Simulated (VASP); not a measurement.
Crystal: BAs.

```
CELL_PARAMETERS angstrom
2.95701 0.00000 0.00000
0.00000 2.95701 0.00000
0.00000 0.00000 2.95701
ATOMIC_POSITIONS crystal
B 0.50000 0.50000 0.50000
As 0.00000 0.00000 0.00000
```

| Quantity | Value |
| --- | --- |
| Program | VASP 6.6.1 |
| Task | relaxation of cell and atoms |
| Functional | PBE0 |
| Potentials or basis | VASP PAW PBE potentials, release 64 (B, As) |
| Cutoff | 600 eV |
| k mesh | 5 × 5 × 5 |
| Occupations | fermi-dirac, width 0.05 eV |
| Spin | no spin polarisation |

At the start: pressure -9.6 GPa; volume 12.93 Å³/atom.

Q: How do energy, volume and symmetry change on relaxing?

A: Over 3 steps the energy falls by 35.8 meV/atom and the volume is 11.84 Å³/atom (-8.4 %); space group Pm-3m (No. 221, to 0.1 Å) before and after.

The path:
| step | energy change (eV) | largest force (eV/Å) | pressure (GPa) | volume (Å³) |
| --- | --- | --- | --- | --- |
| 1 | 0.0000 | 0.0000 | -9.57 | 25.86 |
| 2 | -0.0640 | 0.0000 | 4.04 | 23.07 |
| 3 | -0.0717 | 0.0000 | 0.03 | 23.69 |

Final structure:
```yaml
crystal:
  lattice:
    - [2.87199, 0.00000, 0.00000]
    - [0.00000, 2.87199, 0.00000]
    - [0.00000, 0.00000, 2.87199]
  atoms:
    - { symbol: B, position: [0.50000, 0.50000, 0.50000] }
    - { symbol: As, position: [0.00000, 0.00000, 0.00000] }
```

Caveat: the k points lie up to 0.44 Å⁻¹ apart in the final cell, too coarse for converged energies and pressures of a metal; the PAW data sets were made with another functional, which shifts forces and pressure a little.
